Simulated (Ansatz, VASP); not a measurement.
## One calculation of ScHO2, two programs

```
Sc H O
1.0
     1.52127    0.87830    5.11652
    -1.52127    0.87830    5.11652
     0.00000   -1.75661    5.11652
Sc H O
1 1 2
Direct
  0.00000 0.00000 0.00000
  0.50000 0.50000 0.50000
  0.58970 0.58970 0.58970
  0.41030 0.41030 0.41030
```

Alike in both runs: task single point; functional LDA; k mesh 9 × 9 × 9; occupations gaussian, width 0.05 eV; no spin polarisation.

```csv
,VASP,Ansatz
version,VASP 6.6.1,Ansatz 0.2.0
potentials or method,"VASP PAW LDA potentials, release 64 (Sc_sv, H, O), cutoff 520 eV","scalar-relativistic, plane waves, PAW"
valence electrons in the cell,24,24
```

|  | VASP | Ansatz | Ansatz less VASP |
| --- | --- | --- | --- |
| gap on the k mesh at the Fermi level (eV) | 3.31 | 3.34 | +0.033 |
| least direct gap on the mesh (eV) | 4.07 | 4.10 | +0.026 |
| pressure (GPa) | -10.3 | -11.4 | -1.05 |
| traceless stress, the component that is largest in VASP (GPa) | -33.86 | -33.82 | +0.037 |
| rms of the force components (eV/Å) | 0.264 | 0.225 | -0.0393 |

LDA's correlation is that of Perdew and Zunger in VASP and of Perdew and Wang (1992) in Ansatz. Atom by atom the forces differ by 0.039 eV/Å (rms over components).
